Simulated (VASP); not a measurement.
# NaPS (P4_2/mmc) in VASP: further runs

The runs below take NaPS through single point, with PBE.

Program: VASP 6.6.1. These are calculated values, not measurements. Logs are shortened: lines on timing, memory, paths and dates and some standing lists are left out, and cuts for length are marked.

### 1 The cell of the first run

The structure is tetragonal, space group P4_2/mmc (No. 131). Conventional cell: a = 3.580 Å, b = 3.580 Å, c = 9.410 Å, α = 90.00°, β = 90.00°, γ = 90.00°. Na (site symmetry mmm) has 4 P at 2.96 Å and 4 S at 2.96 Å and 4 Na at 3.58 Å within 3.9 Å. Within 3.3 Å of P (site symmetry -4m2) lie 4 S at 2.53 Å and 4 Na at 2.96 Å. S (site symmetry -4m2) has 4 P at 2.53 Å and 4 Na at 2.96 Å within 3.3 Å.

### 2 Single point, PBE

INCAR reads:

```
SYSTEM = NaPS
  PREC = Accurate
  ENCUT = 520
  EDIFF = 1E-7
  ISMEAR = 0
  SIGMA = 0.1
  LREAL = .FALSE.
  LASPH = .TRUE.
  NELM = 100
  ALGO = Normal
  ISIF = 2
  LWAVE = .FALSE.
  LCHARG = .FALSE.
  GGA = PE
  NBANDS = 27
```

KPOINTS reads:

```
Automatic mesh
0
G
  4 4 4
  0 0 0
```

POSCAR reads:

```
NaPS
1.0
    3.5802382828      0.0000000000      0.0000000000
    0.0000000000      3.5802382828      0.0000000000
    0.0000000000      0.0000000000      9.4095195485
Na P S
2 2 2
Direct
    0.0000000000      0.5000000000      0.0000000000
    0.5000000000      0.0000000000      0.5000000000
    0.0000000000      0.0000000000      0.7500000000
    0.0000000000      0.0000000000      0.2500000000
    0.5000000000      0.5000000000      0.2500000000
    0.5000000000      0.5000000000      0.7500000000
```

Potentials or basis: VASP PAW PBE potentials, release 64 (Na_pv, P, S).

Launch:

```console
$ cat potpaw_PBE.64/Na_pv/POTCAR potpaw_PBE.64/P/POTCAR potpaw_PBE.64/S/POTCAR > POTCAR
$ mpirun -np 1 vasp_std > vasp.out
```

OUTCAR:

```text
SYSTEM = NaPS
   PREC = Accurate
   ENCUT = 520
   EDIFF = 1E-7
   ISMEAR = 0
   LREAL = .FALSE.
   LASPH = .TRUE.
   NELM = 100
   ISIF = 2
   GGA = PE

 ion  position               nearest neighbor table
   1  0.000  0.500  0.000-
   2  0.500  0.000  0.500-
   3  0.000  0.000  0.750-   6 2.53   6 2.53   6 2.53   6 2.53
   4  0.000  0.000  0.250-   5 2.53   5 2.53   5 2.53   5 2.53
   5  0.500  0.500  0.250-   4 2.53   4 2.53   4 2.53   4 2.53
   6  0.500  0.500  0.750-   3 2.53   3 2.53   3 2.53   3 2.53

  LATTYP: Found a simple tetragonal cell.
 ALAT       =     3.5802382828
 C/A-ratio  =     2.6281824854

  Lattice vectors:

 A1 = (   3.5802382828,   0.0000000000,   0.0000000000)
 A2 = (   0.0000000000,   3.5802382828,   0.0000000000)
 A3 = (   0.0000000000,   0.0000000000,   9.4095195485)

Analysis of symmetry for initial positions (statically):
=====================================================================
 Subroutine PRICEL returns:
 Original cell was already a primitive cell.

 Routine SETGRP: Setting up the symmetry group for a
 simple tetragonal supercell.

 Subroutine GETGRP returns: Found 16 space group operations
 (whereof  8 operations were pure point group operations)
 out of a pool of 16 trial point group operations.

The static configuration has the point symmetry D_2h.
 The point group associated with its full space group is D_4h.

Analysis of symmetry for dynamics (positions and initial velocities):
=====================================================================
 Subroutine PRICEL returns:
 Original cell was already a primitive cell.

 Routine SETGRP: Setting up the symmetry group for a
 simple tetragonal supercell.

 Subroutine GETGRP returns: Found 16 space group operations
 (whereof  8 operations were pure point group operations)
 out of a pool of 16 trial point group operations.

The dynamic configuration has the point symmetry D_2h.
 The point group associated with its full space group is D_4h.

 Subroutine INISYM returns: Found 16 space group operations
 (whereof  8 operations are pure point group operations),
 and found     1 'primitive' translations

----------------------------------------------------------------------------------------

                                     Primitive cell

  volume of cell :     120.6122

  direct lattice vectors                    reciprocal lattice vectors
     3.580238283  0.000000000  0.000000000     0.279311018  0.000000000  0.000000000
     0.000000000  3.580238283  0.000000000     0.000000000  0.279311018  0.000000000
     0.000000000  0.000000000  9.409519549     0.000000000  0.000000000  0.106275352

  length of vectors
     3.580238283  3.580238283  9.409519549     0.279311018  0.279311018  0.106275352

  position of ions in fractional coordinates (direct lattice)
     0.000000000  0.500000000  0.000000000
     0.500000000  0.000000000  0.500000000
     0.000000000  0.000000000  0.750000000
     0.000000000  0.000000000  0.250000000
     0.500000000  0.500000000  0.250000000
     0.500000000  0.500000000  0.750000000

  ion indices of the primitive-cell ions
   primitive index   ion index
                 1           1
                 2           2
                 3           3
                 4           4
                 5           5
                 6           6

----------------------------------------------------------------------------------------

 KPOINTS: Automatic mesh

Automatic generation of k-mesh.
 Grid dimensions read from file:
 generate k-points for:    4    4    4

 Generating k-lattice:

  Cartesian coordinates                     Fractional coordinates (reciprocal lattice)
     0.069827755  0.000000000  0.000000000     0.250000000  0.000000000  0.000000000
     0.000000000  0.069827755  0.000000000     0.000000000  0.250000000  0.000000000
     0.000000000  0.000000000  0.026568838     0.000000000  0.000000000  0.250000000

  Length of vectors
     0.069827755  0.069827755  0.026568838

  Shift w.r.t. Gamma in fractional coordinates (k-lattice)
     0.000000000  0.000000000  0.000000000

 Subroutine IBZKPT returns following result:
 ===========================================

 Found     18 irreducible k-points:

 Following reciprocal coordinates:
            Coordinates               Weight
  0.000000  0.000000  0.000000      1.000000
  0.250000  0.000000  0.000000      4.000000
  0.500000  0.000000  0.000000      2.000000
  0.250000  0.250000  0.000000      4.000000
  0.500000  0.250000  0.000000      4.000000
  0.500000  0.500000  0.000000      1.000000
[... 10 lines left out ...]
  0.500000  0.250000  0.500000      4.000000
  0.500000  0.500000  0.500000      1.000000
   k-points           NKPTS =     18   k-points in BZ     NKDIM =     18   number of bands    NBANDS=     27
   number of dos      NEDOS =    301   number of ions     NIONS =      6
   total plane-waves  NPLWV =  54880
   dimension x,y,z NGX =    28 NGY =   28 NGZ =   70
   dimension x,y,z NGXF=    56 NGYF=   56 NGZF=  140
   ions per type =               2   2   2
   NGX,Y,Z   is equivalent  to a cutoff of  13.00, 13.00, 12.37 a.u.
   NGXF,Y,Z  is equivalent  to a cutoff of  26.00, 26.00, 24.73 a.u.
 SYSTEM =  NaPS
   PREC   = accura    normal or accurate (medium, high low for compatibility)
   ISTART =      0    job   : 0-new  1-cont  2-samecut
   ICHARG =      2    charge: 1-file 2-atom 10-const
   ISPIN  =      1    spin polarized calculation?
   LNONCOLLINEAR =      F non collinear calculations
   LSORBIT =      F    spin-orbit coupling
   LASPH  =      T    aspherical Exc in radial PAW
   ENCUT  =  520.0 eV  38.22 Ry    6.18 a.u.   6.66  6.66 17.50*2*pi/ulx,y,z
   NELM   =    100;   NELMIN=  2; NELMDL= -5     # of ELM steps
   EDIFF  = 0.1E-06   stopping-criterion for ELM
   LREAL  =      F    real-space projection
   EDIFFG = 0.1E-05   stopping-criterion for IOM
   NSW    =      0    number of steps for IOM
   IBRION =     -1    ionic relax: 0-MD 1-quasi-New 2-CG
   NFREE  =      0    steps in history (QN), initial steepest desc. (CG)
   ISIF   =      2    stress and relaxation
   ISYM   =      2    0-nonsym 1-usesym 2-fastsym
   POTIM  = 0.5000    time-step for ionic-motion
   TEBEG  =    0.0;   TEEND  =   0.0 temperature during run
   PSTRESS=    0.0 pullay stress
   NELECT =      36.0000    total number of electrons
   NUPDOWN=      -1.0000    fix difference up-down
   EMIN   =  10.00;   EMAX   =-10.00  energy-range for DOS
   EFERMI =   0.00;   METHOD = LEGACY
   ISMEAR =     0;   SIGMA  =   0.10  broadening in eV -4-tet -1-fermi 0-gaus
   EFERMI_NEDOS =   21; number of points for ismear=-14 and -15
   IALGO  =     38    algorithm
   IMIX   =      4    mixing-type and parameters
     AMIX     =   0.40;   BMIX     =  1.00
     AMIX_MAG =   1.60;   BMIX_MAG =  1.00
  volume/ion in A,a.u.               =      20.10       135.66
  Fermi-wavevector in a.u.,A,eV,Ry     =   1.094070  2.067493 16.286035  1.196990
  Thomas-Fermi vector in A             =   2.230368
   LORBIT       =      0    0 simple, 1 ext, 2 COOP (PROOUT), +10 PAW based schemes
   GGA     = PE    functional components
   LHFCALC =     F    Hartree Fock is set to
   AEXX    =    0.0000 exact exchange contribution
   IVDW    =     0    specifies the selected vdW correction
   LEPSILON=     F    determine dielectric tensor
   LRPA    =     F    only Hartree local field effects (RPA)
 non-spin polarized calculation
 Gauss-broadening in eV      SIGMA  =   0.10
  energy-cutoff  :      520.00
  volume of cell :      120.61
 maximum number of plane-waves:      3269
 NGX is ok and might be reduce to    28
   NGX = 13   NGY = 13   NGZ = 35

 number of electron      35.9999985 magnetization

 Free energy of the ion-electron system (eV)
  ---------------------------------------------------
  ext. energy  EPLUGINS =         0.00000000
  ---------------------------------------------------
  free energy    TOTEN  =       -22.58106931 eV

  energy without entropy =      -22.56548727  energy(sigma->0) =      -22.57327829

 E-fermi :   4.0934     XC(G=0):  -9.0149

 val. band max:        4.0796606963   @ k =   0.5000   0.0000   0.0000
 cond. band min:       4.0967710349   @ k =   0.5000   0.0000   0.2500
 fundamental gap:      0.0171103386
 Fermi energy:         4.0933921383

 k-point     1 :       0.0000    0.0000    0.0000
  band No.  band energies     occupation
      1     -19.7332      2.00000
      2     -19.7332      2.00000
      3     -19.7141      2.00000
      4     -19.7073      2.00000
      5     -19.6960      2.00000
      6     -19.6960      2.00000
[... 19 lines left out ...]
     26       9.5977      0.00000
     27      11.1303      0.00000

 k-point     2 :       0.2500    0.0000    0.0000
  band No.  band energies     occupation
      1     -19.7489      2.00000
      2     -19.7319      2.00000
      3     -19.7119      2.00000
      4     -19.7101      2.00000
      5     -19.7054      2.00000
      6     -19.6947      2.00000
[... 19 lines left out ...]
     26      10.1916      0.00000
     27      11.2682      0.00000

 k-point     3 :       0.5000    0.0000    0.0000
  band No.  band energies     occupation
      1     -19.7645      2.00000
      2     -19.7307      2.00000
      3     -19.7277      2.00000
      4     -19.7050      2.00000
      5     -19.7045      2.00000
      6     -19.6935      2.00000
[... 19 lines left out ...]
     26      11.9211      0.00000
     27      13.4224      0.00000

 k-point     4 :       0.2500    0.2500    0.0000
  band No.  band energies     occupation
      1     -19.7477      2.00000
      2     -19.7470      2.00000
      3     -19.7106      2.00000
      4     -19.7101      2.00000
      5     -19.7065      2.00000
      6     -19.7033      2.00000
[... 19 lines left out ...]
     26      10.3165      0.00000
     27      11.1667      0.00000

 k-point     5 :       0.5000    0.2500    0.0000
  band No.  band energies     occupation
      1     -19.7627      2.00000
      2     -19.7458      2.00000
      3     -19.7259      2.00000
      4     -19.7088      2.00000
      5     -19.7022      2.00000
      6     -19.7019      2.00000
[... 19 lines left out ...]
     26       9.4697      0.00000
     27      10.6390      0.00000

 k-point     6 :       0.5000    0.5000    0.0000
  band No.  band energies     occupation
      1     -19.7615      2.00000
      2     -19.7603      2.00000
      3     -19.7246      2.00000
      4     -19.7237      2.00000
      5     -19.6994      2.00000
      6     -19.6994      2.00000
[... 264 lines left out ...]
      1     -19.7645      2.00000
      2     -19.7307      2.00000
      3     -19.7277      2.00000
      4     -19.7050      2.00000
      5     -19.7044      2.00000
      6     -19.6935      2.00000
[... 19 lines left out ...]
     26       9.8501      0.00000
     27      13.2692      0.00000

 k-point    16 :       0.2500    0.2500    0.5000
  band No.  band energies     occupation
      1     -19.7474      2.00000
      2     -19.7474      2.00000
      3     -19.7104      2.00000
      4     -19.7104      2.00000
      5     -19.7048      2.00000
      6     -19.7048      2.00000
[... 19 lines left out ...]
     26       9.5111      0.00000
     27      11.8960      0.00000

 k-point    17 :       0.5000    0.2500    0.5000
  band No.  band energies     occupation
      1     -19.7627      2.00000
      2     -19.7458      2.00000
      3     -19.7259      2.00000
      4     -19.7089      2.00000
      5     -19.7022      2.00000
      6     -19.7019      2.00000
[... 19 lines left out ...]
     26       9.9819      0.00000
     27      10.6436      0.00000

 k-point    18 :       0.5000    0.5000    0.5000
  band No.  band energies     occupation
      1     -19.7609      2.00000
      2     -19.7609      2.00000
      3     -19.7241      2.00000
      4     -19.7241      2.00000
      5     -19.6994      2.00000
      6     -19.6994      2.00000
[... 19 lines left out ...]
     26      10.5097      0.00000
     27      10.9295      0.00000

------------------------ aborting loop because EDIFF is reached ----------------------------------------

  FORCE on cell =-STRESS in cart. coord.  units (eV):
  Direction    XX          YY          ZZ          XY          YZ          ZX
  --------------------------------------------------------------------------------------
  -------------------------------------------------------------------------------------
  Total       -0.1087033     -0.1087033     -0.0928100     -0.0000000      0.0000000      0.0000000
  in kB       -1.4439829     -1.4439829     -1.2328611     -0.0000000      0.0000000      0.0000000
  external PRESSURE =      -1.3736089 kB  Pullay stress =       0.0000000 kB

 VOLUME and BASIS-vectors are now :
 -----------------------------------------------------------------------------
  energy-cutoff  :      520.00
  volume of cell :      120.61
      direct lattice vectors                 reciprocal lattice vectors
     3.580238283  0.000000000  0.000000000     0.279311018  0.000000000  0.000000000
     0.000000000  3.580238283  0.000000000     0.000000000  0.279311018  0.000000000
     0.000000000  0.000000000  9.409519549     0.000000000  0.000000000  0.106275352

 POSITION                                       TOTAL-FORCE (eV/Angst)
 -----------------------------------------------------------------------------------
      0.00000      1.79012      0.00000         0.000000      0.000000      0.000000
      1.79012      0.00000      4.70476         0.000000      0.000000      0.000000
      0.00000      0.00000      7.05714         0.000000      0.000000     -0.000000
      0.00000      0.00000      2.35238         0.000000      0.000000      0.000000
      1.79012      1.79012      2.35238        -0.000000     -0.000000     -0.000000
      1.79012      1.79012      7.05714         0.000000     -0.000000     -0.000000
 -----------------------------------------------------------------------------------
    total drift:                                0.000000      0.000000      0.000000

  FREE ENERGIE OF THE ION-ELECTRON SYSTEM (eV)
  ---------------------------------------------------
  free  energy   TOTEN  =       -22.5810693104 eV

  energy  without entropy=      -22.5654872707  energy(sigma->0) =      -22.57327829
```

Wall time 31 s (1 thread of AMD EPYC 9R45 (Zen 5), shared host); peak memory 0.2 GiB.

Results:

```
Free energy            : -22.5811 eV
Pressure               : -0.1 GPa
Band gap on the k mesh : zero (band 18 reaches 5.25 eV, above the bottom of band 19 at 3.72 eV)
```

Caveat: the k points lie up to 0.44 Å⁻¹ apart.

### 3 Single point, PBE

This run uses another cell than the first one, of 20.18 Å³/atom, 1.004 times its volume.

INCAR reads:

```
PREC = Accurate
ENCUT = 520
EDIFF = 1E-6
ISMEAR = 0
SIGMA = 0.1
LREAL = False
LASPH = True
NELM = 60
ALGO = Normal
ISIF = 2
LWAVE = False
LCHARG = False
GGA = PE
NBANDS = 27
```

KPOINTS reads:

```
Automatic mesh
0
Gamma
  6 6 2
```

POSCAR: that of step 2 with these lines changed.

```diff
@@ -2,5 +2,5 @@
 1.0
-    3.5802382828      0.0000000000      0.0000000000
-    0.0000000000      3.5802382828      0.0000000000
-    0.0000000000      0.0000000000      9.4095195485
+    3.5782960925      0.0000000000      0.0000000000
+    0.0000000000      3.5782960925      0.0000000000
+    0.0000000000      0.0000000000      9.4553414722
 Na P S
```

Potentials or basis: VASP PAW PBE potentials, release 64 (Na_pv, P, S).

Launch:

```console
$ cat potpaw_PBE.64/Na_pv/POTCAR potpaw_PBE.64/P/POTCAR potpaw_PBE.64/S/POTCAR > POTCAR
$ mpirun -np 1 vasp_std > vasp.out
```

It took 36 s on 1 thread of AMD EPYC 9R45 (Zen 5), shared host; peak memory 0.21 GiB.

Results (log left out):

| Item | Value |
| --- | --- |
| Free energy | -22.5944 eV |
| Pressure | 0.0 GPa |
| Band gap on the k mesh | zero (band 18 reaches 5.13 eV, above the bottom of band 19 at 3.67 eV) |

Stress tensor (GPa, compression positive):
```
-0.06  0.00  0.00
 0.00 -0.06  0.00
 0.00  0.00  0.06
```

Levels at points of the mesh, in eV from the Fermi level:
| k point | band 14 | band 15 | band 16 | band 17 | band 18 | band 19 | band 20 | band 21 | band 22 | band 23 |
| --- | --- | --- | --- | --- | --- | --- | --- | --- | --- | --- |
| (0.00, 0.00, 0.00) | -4.62 | -4.61 | -4.61 | 0.36 | 0.54 | 0.98 | 2.74 | 2.97 | 4.09 | 4.09 |
| (0.50, 0.00, 0.00) | -2.93 | -2.74 | -1.77 | -0.98 | -0.96 | -0.89 | -0.81 | -0.55 | -0.44 | 3.31 |
| (0.50, 0.50, 0.00) | -7.18 | -3.11 | -2.73 | -1.57 | -0.89 | 2.81 | 2.81 | 4.53 | 4.53 | 5.24 |
| (0.00, 0.00, 0.50) | -4.62 | -4.62 | -4.62 | 0.57 | 0.57 | 2.17 | 2.17 | 2.91 | 2.91 | 4.09 |
| (0.50, 0.00, 0.50) | -2.92 | -2.34 | -2.29 | -0.98 | -0.96 | -0.86 | -0.83 | -0.50 | -0.49 | 4.19 |
| (0.50, 0.50, 0.50) | -7.21 | -2.93 | -2.93 | -1.26 | -1.26 | 3.26 | 3.26 | 3.67 | 3.67 | 5.86 |
